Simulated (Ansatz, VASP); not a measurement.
# SnGe5Se6: VASP beside Ansatz

```xyz
12
Lattice="4.1076 0.0000 0.0000 -2.0538 3.5573 0.0000 0.0000 0.0000 20.1229" Properties=species:S:1:pos:R:3 pbc="T T T"
Sn    0.0000    0.0000   10.0615
Ge    0.0000    0.0000    0.0000
Ge    0.0000    2.3715   16.7691
Ge    2.0538    1.1858   13.4153
Ge    0.0000    2.3715    6.7076
Ge    2.0538    1.1858    3.3538
Se    2.0538    1.1858   18.4460
Se    0.0000    0.0000   15.0922
Se    0.0000    2.3715   11.7384
Se    2.0538    1.1858    8.3846
Se    0.0000    0.0000    5.0307
Se    0.0000    2.3715    1.6769
```

Alike in both runs: task single point; functional PBE; k mesh 6 × 6 × 1; occupations gaussian, width 0.1 eV; no spin polarisation.

|  | VASP | Ansatz |
| --- | --- | --- |
| version | VASP 6.6.1 | Ansatz 0.2.0 |
| potentials or method | VASP PAW PBE potentials, release 64 (Sn_d, Ge_d, Se), cutoff 520 eV | scalar-relativistic, plane waves, PAW |
| valence electrons in the cell | 120 | 180 |

|  | VASP | Ansatz | Ansatz less VASP |
| --- | --- | --- | --- |
| gap on the k mesh at the Fermi level (eV) | 0.05 | 0.05 | -0.001 |
| least direct gap on the mesh (eV) | 0.05 | 0.05 | -0.001 |
| pressure (GPa) | -1.9 | -1.9 | +0.02 |
| rms of the force components (eV/Å) | 0.175 | 0.175 | 0.0000 |

Atom by atom the forces differ by 0.000 eV/Å (rms over components). VASP's potentials hold 120 valence electrons a cell and Ansatz's 180, so a difference there can come from the potentials and not from the codes.
